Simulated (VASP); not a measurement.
A run of VASP 6.6.1:

The input INCAR:

```
SYSTEM = PbS
PREC = Accurate
ENCUT = 520
EDIFF = 1E-7
ISMEAR = 0
SIGMA = 0.01
LREAL = .FALSE.
LASPH = .TRUE.
NELM = 100
ALGO = Normal
ISIF = 2
LWAVE = .FALSE.
LCHARG = .FALSE.
GGA = PE
NBANDS = 17
```

The input KPOINTS:

```
regular mesh
0
G
  6 6 6
  0 0 0
```

The input POSCAR:

```
PbS
1.0
    0.0000000000      3.0239167281      3.0239167281
    3.0239167281      0.0000000000      3.0239167281
    3.0239167281      3.0239167281      0.0000000000
Pb S
1 1
Direct
    0.0000000000      0.0000000000      0.0000000000
    0.5000000000      0.5000000000      0.5000000000
```

Potentials or basis: VASP PAW PBE potentials, release 64 (Pb_d, S).

Run with:

```console
$ cat potpaw_PBE.64/Pb_d/POTCAR potpaw_PBE.64/S/POTCAR > POTCAR
$ mpirun -np 1 vasp_std > vasp.out
```

Hardware: 1 thread of AMD EPYC 9R45 96-Core Processor (Zen 5) (shared host).

How long does it take, and how much memory?

Wall time 8.3 s on 1 thread of AMD EPYC 9R45 96-Core Processor (Zen 5), with other jobs on the host, peak memory 0.14 GiB. Counts: scf iterations 13, k points 16.
